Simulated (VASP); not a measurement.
BaZrO3, 5 atoms in the cell. It takes space group Pm-3m (No. 221, cubic). Conventional cell: a = 4.191 Å, b = 4.191 Å, c = 4.191 Å, α = 90.00°, β = 90.00°, γ = 90.00°. Ba (site symmetry m-3m) has 12 O at 2.96 Å and 8 Zr at 3.63 Å within 3.9 Å. Within 2.8 Å of Zr (site symmetry m-3m) lie 6 O at 2.10 Å. O (site symmetry 4/mmm) has 2 Zr at 2.10 Å within 2.8 Å. 

```yaml
Program: VASP 6.6.1
Task: single point
Functional: PBE0
Potentials_or_basis: VASP PAW PBE potentials, release 64 (Ba_sv, Zr_sv, O)
Cutoff: 520 eV
k_mesh: 4 × 4 × 4
Occupations: gaussian, width 0.01 eV
Spin: no spin polarisation
Dipole_correction: no
Grid_for_exact_exchange_PRECFOCK: Fast
Further_INCAR_settings: ALGO = Normal; EDIFF = 1e-06; NBANDS = 28
Share_of_exact_exchange: 0.25
```

Potentials or basis: VASP PAW PBE potentials, release 64 (Ba_sv, Zr_sv, O).

The run is started by

```sh
$ cat potpaw_PBE.64/Ba_sv/POTCAR potpaw_PBE.64/Zr_sv/POTCAR potpaw_PBE.64/O/POTCAR > POTCAR
$ cp INCAR.step1 INCAR
$ mpirun -np 1 vasp_std > vasp.out
$ cp INCAR.step2 INCAR
$ mpirun -np 1 vasp_std > vasp.out
```

Hardware: 1 thread of Oxide Virtual Turin-like Processor, with other jobs on the host.

Q: Estimate the wall time of this run.

A: Run time: 38 min on 1 thread of Oxide Virtual Turin-like Processor, with other jobs on the host, peak memory 0.17 GiB. Counts: k points 10.
